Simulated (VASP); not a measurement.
# CdS5 (C2) in VASP: a series of runs, part 2 of 3

VASP 6.6.1. The steps go on from the part before.

## 3. Single point, PBE

This run uses another cell than the first one: it holds 12 atoms, not 6.

INCAR reads:

```
  ALGO = Normal
  EDIFF = 1E-6
  ENCUT = 630
  GGA = PE
  GGA_COMPAT = False
  ISIF = 2
  ISMEAR = 0
  LASPH = True
  LCHARG = False
  LREAL = False
  LWAVE = False
  NBANDS = 62
  NELM = 120
  PREC = Accurate
  SIGMA = 0.1
```

KPOINTS reads:

```
k-points
0
Gamma
  4 4 1
```

POSCAR reads:

```
CdS5
1.0
   -2.9812331219      3.3194706827     -0.0243104739
   -2.9812331219     -3.3194706827     -0.0243104739
    0.5979438791      0.0000000000     17.7246926293
Cd S
2 10
Direct
    0.9677981723      0.0322018277      0.0000000000
    0.4677981723      0.5322018277      0.5000000000
    0.6304093129      0.1468697786      0.3356696360
    0.1304093129      0.6468697786      0.8356696360
    0.3122553005      0.1877446995      0.2500000000
    0.8122553005      0.6877446995      0.7500000000
    0.3531302214      0.8695906871      0.1643303640
    0.8531302214      0.3695906871      0.6643303640
    0.4766082220      0.1362012292      0.0719206885
    0.9766082220      0.6362012292      0.5719206885
    0.3637987708      0.0233917780      0.4280793115
    0.8637987708      0.5233917780      0.9280793115
```

Potentials or basis: VASP PAW PBE potentials, release 64 (Cd_sv_GW, S).

Command:

```sh
> cat potpaw_PBE.64/Cd_sv_GW/POTCAR potpaw_PBE.64/S/POTCAR > POTCAR
> mpirun -np 1 vasp_std > vasp.out
```

OUTCAR:

```text
EDIFF = 1E-6
   ENCUT = 630
   GGA = PE
   ISIF = 2
   ISMEAR = 0
   LASPH = True
   LREAL = False
   NELM = 120
   PREC = Accurate

 ion  position               nearest neighbor table
   1  0.968  0.032  0.000-   9 2.56  12 2.56  12 2.64   9 2.64
   2  0.468  0.532  0.500-  10 2.56  11 2.56  11 2.64  10 2.64
   3  0.630  0.147  0.336-   5 2.08  11 2.10
   4  0.130  0.647  0.836-   6 2.08  12 2.10
   5  0.312  0.188  0.250-   3 2.08   7 2.08
   6  0.812  0.688  0.750-   4 2.08   8 2.08
   7  0.353  0.870  0.164-   5 2.08   9 2.10
   8  0.853  0.370  0.664-   6 2.08  10 2.10
   9  0.477  0.136  0.072-   7 2.10   1 2.56   1 2.64
  10  0.977  0.636  0.572-   8 2.10   2 2.56   2 2.64
  11  0.364  0.023  0.428-   3 2.10   2 2.56   2 2.64
  12  0.864  0.523  0.928-   4 2.10   1 2.56   1 2.64
[... 9 lines left out ...]
 A1 = (  -2.9812331219,   3.3194706827,  -0.0243104739)
 A2 = (  -2.9812331219,  -3.3194706827,  -0.0243104739)
 A3 = (   0.5979438791,   0.0000000000,  17.7246926293)

Analysis of symmetry for initial positions (statically):
=====================================================================
 Subroutine PRICEL returns following result:

  LATTYP: Found a base centered monoclinic cell.
 ALAT       =     5.9626644803
 B/A-ratio  =     1.1134185711
 C/A-ratio  =     1.5489874396
 COS(beta)  =    -0.2825983658

  Lattice vectors:

 A1 = (   2.9812331219,  -3.3194706827,   0.0243104739)
 A2 = (   2.9812331219,   3.3194706827,   0.0243104739)
 A3 = (  -2.6822611823,   0.0000000000,   8.8380358408)

   2 primitive cells build up your supercell.

 Routine SETGRP: Setting up the symmetry group for a
 base centered monoclinic supercell.

 Subroutine GETGRP returns: Found  2 space group operations
[... 145 lines left out ...]
   GGA     = PE    functional components
   LHFCALC =     F    Hartree Fock is set to
   AEXX    =    0.0000 exact exchange contribution
   IVDW    =     0    specifies the selected vdW correction
   LEPSILON=     F    determine dielectric tensor
   LRPA    =     F    only Hartree local field effects (RPA)
 non-spin polarized calculation
 Gauss-broadening in eV      SIGMA  =   0.10
  energy-cutoff  :      630.00
  volume of cell :      350.71
 maximum number of plane-waves:     12616
 NGX is ok and might be reduce to    40

 number of electron     100.0000002 magnetization

 Free energy of the ion-electron system (eV)
  ---------------------------------------------------
  ext. energy  EPLUGINS =         0.00000000
  ---------------------------------------------------
  free energy    TOTEN  =       -43.65884618 eV

  energy without entropy =      -43.65884618  energy(sigma->0) =      -43.65884618

 E-fermi :   2.0591     XC(G=0):  -7.8393

 val. band max:        1.5113172646   @ k =   0.2500   0.2500   0.0000
 cond. band min:       2.9345985703   @ k =   0.0000   0.0000   0.0000
 fundamental gap:      1.4232813058
 Fermi energy:         2.0591483410

 k-point     1 :       0.0000    0.0000    0.0000
  band No.  band energies     occupation
      1    -100.4113      2.00000
      2    -100.4113      2.00000
      3     -61.5053      2.00000
      4     -61.5053      2.00000
      5     -61.4634      2.00000
      6     -61.4634      2.00000
[... 444 lines left out ...]
     61       6.8352      0.00000
     62       6.8718      0.00000

------------------------ aborting loop because EDIFF is reached ----------------------------------------

  FORCE on cell =-STRESS in cart. coord.  units (eV):
  Direction    XX          YY          ZZ          XY          YZ          ZX
  --------------------------------------------------------------------------------------
  -------------------------------------------------------------------------------------
  Total       -0.4369958     -0.3503752     -1.0554423      0.0000000      0.0000000     -0.1776908
  in kB       -1.9963370     -1.6006262     -4.8215990      0.0000000      0.0000000     -0.8117487
  external PRESSURE =      -2.8061874 kB  Pullay stress =       0.0000000 kB

 VOLUME and BASIS-vectors are now :
 -----------------------------------------------------------------------------
  energy-cutoff  :      630.00
  volume of cell :      350.71
      direct lattice vectors                 reciprocal lattice vectors
    -2.981233122  3.319470683 -0.024310474    -0.167761984  0.150626424  0.005659464
    -2.981233122 -3.319470683 -0.024310474    -0.167761984 -0.150626424  0.005659464
     0.597943879  0.000000000 17.724692629    -0.000460191  0.000000000  0.056433992

 POSITION                                       TOTAL-FORCE (eV/Angst)
 -----------------------------------------------------------------------------------
     -2.98123      3.10568     -0.02431         0.000000      0.008117      0.000000
     -2.68226     -0.21379      8.83804         0.000000      0.008117      0.000000
     -2.11654      1.60510      5.93075         0.091620     -0.072998      0.003857
     -1.81757     -1.71438     14.79309         0.091620     -0.072998      0.003857
     -1.34113      0.41331      4.41902         0.000000      0.097394      0.000000
     -4.02339      0.41331     13.25705         0.000000      0.097394      0.000000
     -3.54696     -1.71438      2.88298        -0.091620     -0.072998     -0.003857
     -3.24798      1.60510     11.74533        -0.091620     -0.072998     -0.003857
     -1.78392      1.12997      1.25987         0.057820      0.020243      0.080834
     -4.46618      1.12997     10.09791         0.057820      0.020243      0.080834
     -0.89834      1.12997      7.57816        -0.057820      0.020243     -0.080834
     -3.58060      1.12997     16.41620        -0.057820      0.020243     -0.080834
 -----------------------------------------------------------------------------------
    total drift:                                0.000000      0.001559     -0.000000

  FREE ENERGIE OF THE ION-ELECTRON SYSTEM (eV)
  ---------------------------------------------------
  free  energy   TOTEN  =       -43.6588461812 eV

  energy  without entropy=      -43.6588461812  energy(sigma->0) =      -43.65884618
```

stdout:

```text
POSCAR found type information on POSCAR CdS
 POSCAR found :  2 types and      12 ions
 scaLAPACK will be used
 LDA part: xc-table for (Slater+PW92), standard interpolation
 POSCAR, INCAR and KPOINTS ok, starting setup
 FFT: planning ... GRIDC
 FFT: planning ... GRID_SOFT
 FFT: planning ... GRID
 WAVECAR not read
 entering main loop
```

Wall time 4.1 min (1 thread of Intel Xeon Platinum 8488C (Sapphire Rapids), shared host); peak memory 0.58 GiB.

What came out:

```
Free energy            : -43.6588 eV
Pressure               : -0.3 GPa
Largest force          : 0.117 eV/Å
Band gap on the k mesh : 1.42 eV
```

Forces in eV/Å, atoms in the order of the input:
```
Cd   0.000  0.008  0.000
Cd   0.000  0.008  0.000
S    0.092 -0.073  0.004
S    0.092 -0.073  0.004
S    0.000  0.097  0.000
S    0.000  0.097  0.000
S   -0.092 -0.073 -0.004
S   -0.092 -0.073 -0.004
S    0.058  0.020  0.081
S    0.058  0.020  0.081
S   -0.058  0.020 -0.081
S   -0.058  0.020 -0.081
```

## 4. Relaxation of cell and atoms, PBE

INCAR reads:

```
SYSTEM = CdS5
  PREC = Accurate
  ENCUT = 600
  EDIFF = 1E-6
  ISMEAR = 0
  SIGMA = 0.02
  LREAL = .False.
  LASPH = .True.
  NELM = 80
  ALGO = Normal
  ISIF = 3
  LWAVE = .False.
  LCHARG = .False.
  GGA = PE
  IBRION = 2
  NSW = 100
  EDIFFG = -0.01
```

KPOINTS reads:

```
Automatic mesh
0
Gamma
  6 6 4
  0 0 0
```

POSCAR reads:

```
CdS5
1.0
    2.9722586561     -3.3696330317      0.0000000000
    2.9722586561      3.3696330317      0.0000000000
   -2.7462198023      0.0000000000      8.8335348206
Cd S
1 5
Direct
    0.0293609848      0.9706390152      0.0000000000
    0.7081467063      0.1843070330      0.6714024270
    0.9365023212      0.0634976788      0.5000000000
    0.8156929670      0.2918532937      0.3285975730
    0.5922251460      0.9359281252      0.1411650659
    0.0640718748      0.4077748540      0.8588349341
```

Potentials or basis: VASP PAW PBE potentials, release 64 (Cd, S).

Command:

```sh
> cat potpaw_PBE.64/Cd/POTCAR potpaw_PBE.64/S/POTCAR > POTCAR
> mpirun -np 1 vasp_std > vasp.out
```

OUTCAR:

```text
SYSTEM = CdS5
   PREC = Accurate
   ENCUT = 600
   EDIFF = 1E-6
   ISMEAR = 0
   LREAL = .False.
   LASPH = .True.
   NELM = 80
   ISIF = 3
   GGA = PE
   IBRION = 2
   NSW = 100
   EDIFFG = -0.01

 ion  position               nearest neighbor table
   1  0.029  0.971  0.000-   5 2.57   6 2.57   5 2.65   6 2.65
   2  0.708  0.184  0.671-   3 2.07   6 2.10
   3  0.937  0.063  0.500-   2 2.07   4 2.07
   4  0.816  0.292  0.329-   3 2.07   5 2.10
   5  0.592  0.936  0.141-   4 2.10   1 2.57   1 2.65
   6  0.064  0.408  0.859-   2 2.10   1 2.57   1 2.65

  LATTYP: Found a base centered monoclinic cell.
 ALAT       =     5.9445173122
 B/A-ratio  =     1.1336944128
 C/A-ratio  =     1.5561517179
 COS(beta)  =    -0.2968703071

[... 395 lines left out ...]
  ext. energy  EPLUGINS =         0.00000000
  ---------------------------------------------------
  free energy    TOTEN  =       -21.76716190 eV

  energy without entropy =      -21.76716190  energy(sigma->0) =      -21.76716190

 E-fermi :   1.1971     XC(G=0):  -7.8058

 val. band max:        1.1033605537   @ k =   0.1667   0.1667   0.2500
 cond. band min:       2.4867717999   @ k =   0.0000   0.0000   0.0000
 fundamental gap:      1.3834112462
 Fermi energy:         1.1970586538

 k-point     1 :       0.0000    0.0000    0.0000
  band No.  band energies     occupation
      1     -14.8735      2.00000
      2     -13.5896      2.00000
      3     -11.9839      2.00000
      4      -9.9275      2.00000
      5      -8.2940      2.00000
      6      -6.9888      2.00000
[... 661 lines left out ...]
     24       4.0379      0.00000
     25       4.3687      0.00000

 [... further k-points ...]

------------------------ aborting loop because EDIFF is reached ----------------------------------------

  FORCE on cell =-STRESS in cart. coord.  units (eV):
  Direction    XX          YY          ZZ          XY          YZ          ZX
  --------------------------------------------------------------------------------------
  -------------------------------------------------------------------------------------
  Total       -0.0132004     -0.0126256     -0.0472243      0.0000000      0.0000000     -0.0018637
  in kB       -0.1206024     -0.1153502     -0.4314525      0.0000000      0.0000000     -0.0170271
  external PRESSURE =      -0.2224684 kB  Pullay stress =       0.0000000 kB
[... 21 lines left out ...]
  FREE ENERGIE OF THE ION-ELECTRON SYSTEM (eV)
  ---------------------------------------------------
  free  energy   TOTEN  =       -21.7671619009 eV

  energy  without entropy=      -21.7671619009  energy(sigma->0) =      -21.76716190

 reached required accuracy - stopping structural energy minimisation
```

OSZICAR:

```text
N       E                     dE             d eps       ncg     rms          rms(c)
DAV:   1     0.295627998843E+03    0.29563E+03   -0.19973E+04  2350   0.160E+03
DAV:   2     0.282662286647E+01   -0.29280E+03   -0.28899E+03  2834   0.306E+02
DAV:   3    -0.220118337538E+02   -0.24838E+02   -0.24749E+02  2993   0.914E+01
[... 158 lines left out ...]
DAV:   1    -0.217671164095E+02    0.19857E-04   -0.15506E-02  2354   0.698E-01    0.697E-02
DAV:   2    -0.217671696249E+02   -0.53215E-04   -0.78172E-04  2990   0.161E-01    0.336E-02
DAV:   3    -0.217671649881E+02    0.46368E-05   -0.16680E-05  3115   0.281E-02    0.259E-02
DAV:   4    -0.217671622112E+02    0.27769E-05   -0.72175E-06  3059   0.161E-02    0.915E-03
DAV:   5    -0.217671619009E+02    0.31025E-06   -0.10335E-06  1608   0.706E-03
  21 F= -.21767162E+02 E0= -.21767162E+02  d E =-.261302E-04
```

CONTCAR:

```text
CdS5
   1.00000000000000
     2.9712709649224380   -3.3302045627801178    0.0198676308449554
     2.9712709649224380    3.3302045627801178    0.0198676308449554
    -2.6866900649831678    0.0000000000000000    8.8433873817479629
  Cd              S
     1     5
Direct
     0.0315631516170869    0.9684368483829131    0.0000000000000000
     0.7054716449511454    0.1872946945851813    0.6704769103655542
     0.9372149618765081    0.0627850381234918    0.5000000000000000
     0.8127053054148187    0.2945283550488546    0.3295230896344455
     0.5953952690291031    0.9363503327886668    0.1450651705686416
     0.0636496672113334    0.4046047309708971    0.8549348294313582

  0.00000000E+00  0.00000000E+00  0.00000000E+00
  0.00000000E+00  0.00000000E+00  0.00000000E+00
  0.00000000E+00  0.00000000E+00  0.00000000E+00
  0.00000000E+00  0.00000000E+00  0.00000000E+00
  0.00000000E+00  0.00000000E+00  0.00000000E+00
  0.00000000E+00  0.00000000E+00  0.00000000E+00
```

Run time: 58 min. Hardware: 1 thread of Intel Xeon 8259CL, shared host; peak memory 0.44 GiB.

Results:

- Free energy: -21.7672 eV
- Relaxed volume: 29.23 Å³/atom
- Relaxed cell: a = 4.463 Å, b = 4.463 Å, c = 9.242 Å, α = 100.91°, β = 100.91°, γ = 96.52°
- Space group after relaxing (to 0.1 Å): C2 (No. 5)
- Energy gained by relaxing: 0.7 meV/atom
- Ionic steps: 21
- Pressure after relaxing: 0.0 GPa
- Largest force after relaxing: 0.009 eV/Å
- Band gap on the k mesh: 1.38 eV (least direct gap 1.60 eV)

Forces on the atoms (eV/Å):
```
Cd   0.000 -0.004  0.000
S    0.006  0.003  0.005
S    0.000 -0.006  0.000
S   -0.006  0.003 -0.005
S    0.005  0.002 -0.002
S   -0.005  0.002  0.002
```

The path:
```tsv
step	energy change (eV)	largest force (eV/Å)	pressure (GPa)	volume (Å³)
1	0.0000	0.0905	-0.15	176.94
2	-0.0011	0.1005	0.16	176.24
3	-0.0012	0.0769	0.10	176.36
4	-0.0022	0.0487	0.04	176.49
5	-0.0024	0.0513	-0.02	176.60
6	-0.0028	0.0154	-0.02	176.56
7	-0.0028	0.0246	-0.01	176.55
8	-0.0032	0.0161	-0.02	176.45
9	-0.0036	0.0247	-0.02	176.21
10	-0.0038	0.0166	-0.03	176.06
11	-0.0038	0.0369	-0.05	175.88
12	-0.0039	0.0289	-0.03	175.72
13	-0.0039	0.0205	0.05	175.26
14	-0.0040	0.0169	0.03	175.38
15	-0.0040	0.0134	0.03	175.35
16	-0.0040	0.0181	0.01	175.26
17	-0.0041	0.0135	0.00	175.29
18	-0.0041	0.0148	0.00	175.31
19	-0.0041	0.0110	0.00	175.32
20	-0.0041	0.0167	0.00	175.34
21	-0.0042	0.0087	-0.02	175.37
```

Final structure:
```xyz
6
Lattice="2.9713 -3.3302 0.0199 2.9713 3.3302 0.0199 -2.6867 0.0000 8.8434" Properties=species:S:1:pos:R:3 pbc="T T T"
Cd    2.9713    3.1200    0.0199
S     0.8513   -1.7256    5.9470
S     1.6279   -2.9120    4.4416
S     2.4046   -1.7256    2.9361
S     4.1615    1.1354    1.3133
S    -0.9056    1.1355    7.5698
```

[end of part 2 of 3]
